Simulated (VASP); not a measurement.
Write the native input for VASP 6.6.1 that does the following.

| Quantity | Value |
| --- | --- |
| Task | single point |
| Functional | PBE |
| Potentials or basis | VASP PAW PBE potentials, release 64 (Zn, Cd, Se) |
| Cutoff | 500 eV |
| k mesh | 10 × 10 × 10 |
| Occupations | gaussian, width 0.02 eV |
| Spin | no spin polarisation |
| Dipole correction | no |
| Further INCAR settings | ALGO = Normal; EDIFF = 1e-06; NBANDS = 36 |

The structure of ZnCd2Se3 lies in POSCAR:

```
ZnCd2Se3
1.0
   -2.1270612079      2.1270612079      9.1343840905
    2.1270612079     -2.1270612079      9.1343840905
    2.1270612079      2.1270612079     -9.1343840905
Zn Cd Se
1 2 3
Direct
    0.5000000000      0.5000000000      0.0000000000
    0.8380539872      0.8380539872      0.0000000000
    0.1619460128      0.1619460128      0.0000000000
    0.4265154370      0.9265154370      0.5000000000
    0.0734845630      0.5734845630      0.5000000000
    0.7500000000      0.2500000000      0.5000000000
```

The input as run:

INCAR

```
PREC = Accurate ; ENCUT = 500
EDIFF = 1E-6 ; ISMEAR = 0
SIGMA = 0.02 ; LREAL = F
LASPH = T ; NELM = 120
ALGO = Normal ; ISIF = 2
LWAVE = F ; LCHARG = F
GGA = PE ; NBANDS = 36
GGA_COMPAT = F
```

KPOINTS

```
regular mesh
0
Gamma
  10 10 10
```

Potentials or basis: VASP PAW PBE potentials, release 64 (Zn, Cd, Se).

Run with:

```sh
$ cat potpaw_PBE.64/Zn/POTCAR potpaw_PBE.64/Cd/POTCAR potpaw_PBE.64/Se/POTCAR > POTCAR
$ mpirun -np 1 vasp_std > vasp.out
```

Results of the run:

- Pressure: 0.2 GPa
- Largest force: 0.019 eV/Å
- Band gap on the k mesh: 0.61 eV

Wall time 34 min on 1 thread of Intel(R) Xeon(R) Platinum 8259CL CPU @ 2.50GHz (Skylake/Cascade Lake), on a shared host, peak memory 1 GiB.
